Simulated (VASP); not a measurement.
# TiO2 (I4_1/amd) in VASP: relaxation of the atoms with r2SCAN

Aim: the relaxation of the atoms of TiO2 with r2SCAN.

Everything below comes from runs of VASP 6.6.1. Logs are shortened: lines on timing, memory, paths and dates and some standing lists are left out, and cuts for length are marked.

### Step 1. The cell of the first run

It takes space group I4_1/amd (No. 141, tetragonal). Conventional cell: a = 3.784 Å, b = 3.784 Å, c = 9.515 Å, α = 90.00°, β = 90.00°, γ = 90.00°. Within 2.6 Å of Ti (site symmetry -4m2) lie 6 O at 1.93 to 1.98 Å. Within 2.6 Å of O (site symmetry 2mm) lie 3 Ti at 1.93 to 1.98 Å and 2 O at 2.47 Å.

### Step 2. Relaxation of the atoms, r2SCAN

File POSCAR:

```
TiO2
1.0
   -1.8921000000      1.8921000000      4.7573000000
    1.8921000000     -1.8921000000      4.7573000000
    1.8921000000      1.8921000000     -4.7573000000
Ti O
2 4
Direct
    0.0000000000      0.0000000000      0.0000000000
    0.7500000000      0.2500000000      0.5000000000
    0.2081000000      0.2081000000      0.0000000000
    0.9581000000      0.4581000000      0.5000000000
    0.5419000000      0.0419000000      0.5000000000
    0.7919000000      0.7919000000      0.0000000000
```

File INCAR.step1:

```
SYSTEM = TiO2
PREC = Accurate
ENCUT = 520
ISMEAR = 0
SIGMA = 0.01
LREAL = .False.
LASPH = .True.
NELM = 80
GGA = PE
ALGO = Normal
EDIFF = 1E-4
LWAVE = .True.
LCHARG = .False.
```

File INCAR.step2:

```
SYSTEM = TiO2
PREC = Accurate
ENCUT = 520
EDIFF = 1E-6
ISMEAR = 0
SIGMA = 0.01
LREAL = .False.
LASPH = .True.
NELM = 80
ALGO = Normal
ISIF = 2
LWAVE = .False.
LCHARG = .False.
METAGGA = R2SCAN
LMIXTAU = .True.
IBRION = 2
NSW = 80
EDIFFG = -0.004
ISTART = 1
```

File KPOINTS:

```
regular mesh
0
Gamma
  5 5 5
  0 0 0
```

Potentials or basis: VASP PAW PBE potentials, release 64 (Ti_sv, O).

Launch:

```
$ cat potpaw_PBE.64/Ti_sv/POTCAR potpaw_PBE.64/O/POTCAR > POTCAR
$ cp INCAR.step1 INCAR
$ mpirun -np 1 vasp_std > vasp.out
$ cp INCAR.step2 INCAR
$ mpirun -np 1 vasp_std > vasp.out
```

OUTCAR:

```text
SYSTEM = TiO2
   PREC = Accurate
   ENCUT = 520
   EDIFF = 1E-6
   ISMEAR = 0
   LREAL = .False.
   LASPH = .True.
   NELM = 80
   ISIF = 2
   METAGGA = R2SCAN
   IBRION = 2
   NSW = 80
   EDIFFG = -0.004
   ISTART = 1

 ion  position               nearest neighbor table
   1  0.000  0.000  0.000-   5 1.93   4 1.93   5 1.93   4 1.93   3 1.98   6 1.98
   2  0.750  0.250  0.500-   6 1.93   3 1.93   6 1.93   3 1.93   4 1.98   5 1.98
   3  0.208  0.208  0.000-   2 1.93   2 1.93   1 1.98
   4  0.958  0.458  0.500-   1 1.93   1 1.93   2 1.98
   5  0.542  0.042  0.500-   1 1.93   1 1.93   2 1.98
   6  0.792  0.792  0.000-   2 1.93   2 1.93   1 1.98

  LATTYP: Found a body centered tetragonal cell.
 ALAT       =     3.7842000000
 C/A-ratio  =     2.5142962846

  Lattice vectors:

 A1 = (  -1.8921000000,   1.8921000000,   4.7573000000)
 A2 = (   1.8921000000,  -1.8921000000,   4.7573000000)
 A3 = (   1.8921000000,   1.8921000000,  -4.7573000000)

Analysis of symmetry for initial positions (statically):
=====================================================================
 Subroutine PRICEL returns:
 Original cell was already a primitive cell.

 Routine SETGRP: Setting up the symmetry group for a
 body centered tetragonal supercell.

 Subroutine GETGRP returns: Found 16 space group operations
 (whereof  8 operations were pure point group operations)
 out of a pool of 16 trial point group operations.

The static configuration has the point symmetry D_2d.
 The point group associated with its full space group is D_4h.

Analysis of symmetry for dynamics (positions and initial velocities):
=====================================================================
 Subroutine PRICEL returns:
 Original cell was already a primitive cell.

 Routine SETGRP: Setting up the symmetry group for a
 body centered tetragonal supercell.

 Subroutine GETGRP returns: Found 16 space group operations
 (whereof  8 operations were pure point group operations)
 out of a pool of 16 trial point group operations.

The dynamic configuration has the point symmetry D_2d.
 The point group associated with its full space group is D_4h.

 Subroutine INISYM returns: Found 16 space group operations
 (whereof  8 operations are pure point group operations),
 and found     1 'primitive' translations

----------------------------------------------------------------------------------------

                                     Primitive cell

  volume of cell :      68.1253

  direct lattice vectors                    reciprocal lattice vectors
    -1.892100000  1.892100000  4.757300000     0.000000000  0.264256646  0.105101633
     1.892100000 -1.892100000  4.757300000     0.264256646  0.000000000  0.105101633
     1.892100000  1.892100000 -4.757300000     0.264256646  0.264256646  0.000000000

  length of vectors
     5.458203744  5.458203744  5.458203744     0.284390450  0.284390450  0.373715333

  position of ions in fractional coordinates (direct lattice)
     0.000000000  0.000000000  0.000000000
     0.750000000  0.250000000  0.500000000
     0.208100000  0.208100000  0.000000000
     0.958100000  0.458100000  0.500000000
     0.541900000  0.041900000  0.500000000
     0.791900000  0.791900000  0.000000000

  ion indices of the primitive-cell ions
   primitive index   ion index
                 1           1
                 2           2
                 3           3
                 4           4
                 5           5
                 6           6

----------------------------------------------------------------------------------------

 KPOINTS: regular mesh

Automatic generation of k-mesh.
 Grid dimensions read from file:
 generate k-points for:    5    5    5

 Generating k-lattice:

  Cartesian coordinates                     Fractional coordinates (reciprocal lattice)
     0.000000000  0.052851329  0.021020327     0.200000000  0.000000000  0.000000000
     0.052851329  0.000000000  0.021020327     0.000000000  0.200000000  0.000000000
     0.052851329  0.052851329  0.000000000     0.000000000  0.000000000  0.200000000

  Length of vectors
     0.056878090  0.056878090  0.074743067

  Shift w.r.t. Gamma in fractional coordinates (k-lattice)
     0.000000000  0.000000000  0.000000000

 Subroutine IBZKPT returns following result:
 ===========================================

 Found     18 irreducible k-points:

 Following reciprocal coordinates:
            Coordinates               Weight
  0.000000  0.000000  0.000000      1.000000
  0.200000 -0.000000  0.000000      8.000000
  0.400000  0.000000  0.000000      8.000000
  0.200000  0.200000  0.000000      8.000000
  0.400000  0.200000  0.000000     16.000000
 -0.400000  0.200000 -0.000000     16.000000
[... 10 lines left out ...]
 -0.400000  0.400000  0.400000      4.000000
 -0.400000 -0.400000  0.400000      2.000000
   k-points           NKPTS =     18   k-points in BZ     NKDIM =     18   number of bands    NBANDS=     28
   number of dos      NEDOS =    301   number of ions     NIONS =      6
   total plane-waves  NPLWV =  74088
   dimension x,y,z NGX =    42 NGY =   42 NGZ =   42
   dimension x,y,z NGXF=    84 NGYF=   84 NGZF=   84
   ions per type =               2   4
   NGX,Y,Z   is equivalent  to a cutoff of  12.79, 12.79, 12.79 a.u.
   NGXF,Y,Z  is equivalent  to a cutoff of  25.58, 25.58, 25.58 a.u.
 SYSTEM =  TiO2
   PREC   = accura    normal or accurate (medium, high low for compatibility)
   ISTART =      1    job   : 0-new  1-cont  2-samecut
   ICHARG =      0    charge: 1-file 2-atom 10-const
   ISPIN  =      1    spin polarized calculation?
   LNONCOLLINEAR =      F non collinear calculations
   LSORBIT =      F    spin-orbit coupling
   LASPH  =      T    aspherical Exc in radial PAW
   ENCUT  =  520.0 eV  38.22 Ry    6.18 a.u.  10.15 10.15 10.15*2*pi/ulx,y,z
   NELM   =     80;   NELMIN=  2; NELMDL=  0     # of ELM steps
   EDIFF  = 0.1E-05   stopping-criterion for ELM
   LREAL  =      F    real-space projection
   EDIFFG = -.4E-02   stopping-criterion for IOM
   NSW    =     80    number of steps for IOM
   IBRION =      2    ionic relax: 0-MD 1-quasi-New 2-CG
   NFREE  =      1    steps in history (QN), initial steepest desc. (CG)
   ISIF   =      2    stress and relaxation
   ISYM   =      2    0-nonsym 1-usesym 2-fastsym
   POTIM  = 0.5000    time-step for ionic-motion
   TEBEG  =    0.0;   TEEND  =   0.0 temperature during run
   PSTRESS=    0.0 pullay stress
   NELECT =      48.0000    total number of electrons
   NUPDOWN=      -1.0000    fix difference up-down
   EMIN   =  10.00;   EMAX   =-10.00  energy-range for DOS
   EFERMI =   0.00;   METHOD = LEGACY
   ISMEAR =     0;   SIGMA  =   0.01  broadening in eV -4-tet -1-fermi 0-gaus
   EFERMI_NEDOS =   21; number of points for ismear=-14 and -15
   IALGO  =     38    algorithm
   IMIX   =      4    mixing-type and parameters
     AMIX     =   0.40;   BMIX     =  1.00
     AMIX_MAG =   1.60;   BMIX_MAG =  1.00
  volume/ion in A,a.u.               =      11.35        76.62
  Fermi-wavevector in a.u.,A,eV,Ry     =   1.456752  2.752862 28.873289  2.122127
  Thomas-Fermi vector in A             =   2.573634
   LORBIT       =      0    0 simple, 1 ext, 2 COOP (PROOUT), +10 PAW based schemes
   METAGGA = R2SCAN    functional components
   LHFCALC =     F    Hartree Fock is set to
   AEXX    =    0.0000 exact exchange contribution
   IVDW    =     0    specifies the selected vdW correction
   LEPSILON=     F    determine dielectric tensor
   LRPA    =     F    only Hartree local field effects (RPA)
 conjugate gradient relaxation of ions
 non-spin polarized calculation
 Gauss-broadening in eV      SIGMA  =   0.01
  energy-cutoff  :      520.00
  volume of cell :       68.13
 maximum number of plane-waves:      1849
 NGX is ok and might be reduce to    42
   NGX = 21   NGY = 21   NGZ = 21

--------------------------------------- Ionic step        1  -------------------------------------------

 number of electron      47.9999989 magnetization

 Free energy of the ion-electron system (eV)
  ---------------------------------------------------
  ext. energy  EPLUGINS =         0.00000000
  ---------------------------------------------------
  free energy    TOTEN  =       -69.85464783 eV

  energy without entropy =      -69.85464783  energy(sigma->0) =      -69.85464783

------------------------ aborting loop because EDIFF is reached ----------------------------------------

  FORCE on cell =-STRESS in cart. coord.  units (eV):
  Direction    XX          YY          ZZ          XY          YZ          ZX
  --------------------------------------------------------------------------------------
  -------------------------------------------------------------------------------------
  Total        0.6332273      0.6332273      0.9505478      0.0000000      0.0000000      0.0000000
  in kB       14.8922920     14.8922920     22.3550590      0.0000000      0.0000000      0.0000000
  external PRESSURE =      17.3798810 kB  Pullay stress =       0.0000000 kB

 VOLUME and BASIS-vectors are now :
 -----------------------------------------------------------------------------
  energy-cutoff  :      520.00
  volume of cell :       68.13
      direct lattice vectors                 reciprocal lattice vectors
    -1.892100000  1.892100000  4.757300000     0.000000000  0.264256646  0.105101633
     1.892100000 -1.892100000  4.757300000     0.264256646  0.000000000  0.105101633
     1.892100000  1.892100000 -4.757300000     0.264256646  0.264256646  0.000000000

 POSITION                                       TOTAL-FORCE (eV/Angst)
 -----------------------------------------------------------------------------------
      0.00000      0.00000      0.00000        -0.000000     -0.000000     -0.000000
      0.00000      1.89210      2.37865        -0.000000     -0.000000     -0.000000
      0.00000      0.00000      1.97999        -0.000000      0.000000      0.034866
      0.00000      1.89210      4.35864         0.000000     -0.000000      0.034866
      0.00000      1.89210      0.39866         0.000000     -0.000000     -0.034866
      0.00000      0.00000      7.53461        -0.000000      0.000000     -0.034866
 -----------------------------------------------------------------------------------
    total drift:                                0.000000      0.000000      0.000000
[... 30 lines left out ...]
 POSITION                                       TOTAL-FORCE (eV/Angst)
 -----------------------------------------------------------------------------------
      1.89210      1.89210      4.75730        -0.000000     -0.000000     -0.000000
      0.00000      1.89210      2.37865        -0.000000     -0.000000     -0.000000
      1.89210      1.89210     -2.77563         0.000000     -0.000000      0.007910
      0.00000      1.89210      4.36032        -0.000000      0.000000      0.007910
      0.00000      1.89210      0.39698        -0.000000      0.000000     -0.007910
      1.89210      1.89210      2.77563         0.000000     -0.000000     -0.007910
 -----------------------------------------------------------------------------------
    total drift:                               -0.000000     -0.000000      0.000000

  FREE ENERGIE OF THE ION-ELECTRON SYSTEM (eV)
  ---------------------------------------------------
  free  energy   TOTEN  =       -69.8547867857 eV

  energy  without entropy=      -69.8547867857  energy(sigma->0) =      -69.85478679

--------------------------------------- Ionic step        3  -------------------------------------------

 number of electron      47.9999989 magnetization

 Free energy of the ion-electron system (eV)
  ---------------------------------------------------
  ext. energy  EPLUGINS =         0.00000000
  ---------------------------------------------------
  free energy    TOTEN  =       -69.85479077 eV

  energy without entropy =      -69.85479077  energy(sigma->0) =      -69.85479077

 E-fermi :   3.0974     XC(G=0): -11.4707

 val. band max:        3.0495470500   @ k =  -0.4000   0.4000   0.0000
 cond. band min:       5.5801154610   @ k =   0.0000   0.0000   0.0000
 fundamental gap:      2.5305684110
 Fermi energy:         3.0973838768

 k-point     1 :       0.0000    0.0000    0.0000
  band No.  band energies     occupation
      1     -55.5368      2.00000
      2     -55.4753      2.00000
      3     -30.9585      2.00000
      4     -30.7080      2.00000
      5     -30.7080      2.00000
      6     -30.6358      2.00000
[... 20 lines left out ...]
     27       7.4542      0.00000
     28       7.4543      0.00000
[... 538 lines left out ...]
 VOLUME and BASIS-vectors are now :
 -----------------------------------------------------------------------------
  energy-cutoff  :      520.00
  volume of cell :       68.13
      direct lattice vectors                 reciprocal lattice vectors
    -1.892100000  1.892100000  4.757300000     0.000000000  0.264256646  0.105101633
     1.892100000 -1.892100000  4.757300000     0.264256646  0.000000000  0.105101633
     1.892100000  1.892100000 -4.757300000     0.264256646  0.264256646  0.000000000

 POSITION                                       TOTAL-FORCE (eV/Angst)
 -----------------------------------------------------------------------------------
      0.00000      0.00000      0.00000         0.000000      0.000000      0.000000
      0.00000      1.89210      2.37865         0.000000      0.000000      0.000000
      0.00000      0.00000      1.98231         0.000000      0.000000     -0.002488
      0.00000      1.89210      4.36096        -0.000000     -0.000000     -0.002488
      0.00000      1.89210      0.39634         0.000000      0.000000      0.002488
      0.00000      0.00000      7.53229        -0.000000     -0.000000      0.002488
 -----------------------------------------------------------------------------------
    total drift:                               -0.000000     -0.000000      0.000000

  FREE ENERGIE OF THE ION-ELECTRON SYSTEM (eV)
  ---------------------------------------------------
  free  energy   TOTEN  =       -69.8547907698 eV

  energy  without entropy=      -69.8547907698  energy(sigma->0) =      -69.85479077

 reached required accuracy - stopping structural energy minimisation
```

Wall time 22 min (1 thread of Intel Xeon 8259CL, shared host); peak memory 0.26 GiB.

Results:

```
Free energy               : -69.8548 eV
Energy gained by relaxing : 0.0 meV/atom
Ionic steps               : 3
Pressure after relaxing   : 1.6 GPa
Band gap on the k mesh    : 2.53 eV (least direct gap 2.90 eV)
```

Forces on the atoms (eV/Å):
```
Ti   0.000  0.000  0.000
Ti   0.000  0.000  0.000
O    0.000  0.000 -0.002
O    0.000  0.000 -0.002
O    0.000  0.000  0.002
O    0.000  0.000  0.002
```

The path:
```csv
step,energy change (eV),largest force (eV/Å),pressure (GPa)
1,0.0000,0.0349,1.74
2,-0.0001,0.0079,1.65
3,-0.0001,0.0025,1.62
```

Final structure:
```xyz
6
Lattice="-1.8921 1.8921 4.7573 1.8921 -1.8921 4.7573 1.8921 1.8921 -4.7573" Properties=species:S:1:pos:R:3 pbc="T T T"
Ti    0.0000    0.0000    0.0000
Ti    0.0000    1.8921    2.3786
O     0.0000    0.0000    1.9823
O     0.0000    1.8921    4.3610
O     0.0000    1.8921    0.3963
O     0.0000    0.0000    7.5323
```

Caveat: the PAW data sets were made with another functional, which shifts forces and pressure a little. A k mesh can miss the band edges.
